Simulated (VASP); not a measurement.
C:

```
C
1.0
     0.00000    1.69565    1.82282
     1.69565    0.00000    1.82282
     1.69565    1.69565    0.00000
C
2
Direct
  0.50000 0.50000 0.50000
  0.75000 0.75000 0.75000
```

This cell differs from its parent crystal: volume 5.241 Å^3 an atom, c/a of the conventional cell 1.0750.

Base run:

| Property | Result |
| --- | --- |
| Program | VASP 6.6.1 |
| Functional | LDA |
| Potentials or basis | VASP PAW LDA potentials, release 64 (C_h) |
| Cutoff | 910 eV |
| k mesh | 12 × 12 × 12 |
| Occupations | gaussian, width 0.05 eV |
| Spin | no spin polarisation |

Its results: band gap on the k mesh 3.38 eV, indirect (least direct gap 5.10 eV); pressure 26.1 GPa.

Problem. The run is repeated on the same cell with these changes: potentials or basis from VASP PAW LDA potentials, release 64 (C_h) to VASP PAW LDA potentials, release 64 (C); cutoff from 910 eV to 520 eV. What comes out?

Solution. Band gap on the k mesh 3.37 eV, indirect (least direct gap 5.10 eV); pressure 27.2 GPa.

Caveats: the cutoff is under 1.25 times the usual one of these potentials, so pressure, stress and relaxed cells hold a basis-set (Pulay) error (some runs).

A k mesh can miss the band edges.
